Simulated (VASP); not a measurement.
Input of a VASP 6.6.1 run:

INCAR

```
SYSTEM = WCl2F2
  PREC = Accurate
  ENCUT = 520
  EDIFF = 1E-7
  ISMEAR = 0
  SIGMA = 0.1
  LREAL = .False.
  LASPH = .True.
  NELM = 150
  ALGO = Normal
  ISIF = 2
  LWAVE = .False.
  LCHARG = .True.
  ISPIN = 2
  MAGMOM = 2.25 0 0 0.04 0.04
  LORBIT = 11
  LMAXMIX = 4
  GGA = PE
  LELF = .True.
  LVHAR = .True.
  NBANDS = 33
```

Contents of KPOINTS:

```
Automatic mesh
0
Gamma
  4 4 4
  0 0 0
```

Contents of POSCAR:

```
WCl2F2
1.0
    3.3331902635      0.0000000000      0.0000000000
    0.0000000000      3.3331902635      0.0000000000
    0.0000000000      0.0000000000      9.0857114631
W Cl F
1 2 2
Direct
    0.0000000000      0.0000000000      0.0000000000
    0.0000000000      0.5000000000      0.5000000000
    0.5000000000      0.0000000000      0.5000000000
    0.5000000000      0.5000000000      0.1271726560
    0.5000000000      0.5000000000      0.8728273440
```

Potentials or basis: VASP PAW PBE potentials, release 64 (W_sv, Cl, F).

Command:

```console
$ cat potpaw_PBE.64/W_sv/POTCAR potpaw_PBE.64/Cl/POTCAR potpaw_PBE.64/F/POTCAR > POTCAR
$ mpirun -np 1 vasp_std > vasp.out
```

Q: Estimate the site moments.

A: W +2.35; Cl +0.00; F +0.03 μB.

Q: Estimate the pressure.

A: -0.1 GPa.

Forces on the atoms (eV/Å):
```
W    0.000  0.000  0.000
Cl   0.000  0.000  0.000
Cl   0.000  0.000  0.000
F    0.000  0.000  0.023
F    0.000  0.000 -0.023
```

Caveat: the k points lie up to 0.47 Å⁻¹ apart; this functional lacks dispersion, which binds the layers, so the pressure and a relaxed spacing across them are unreliable.
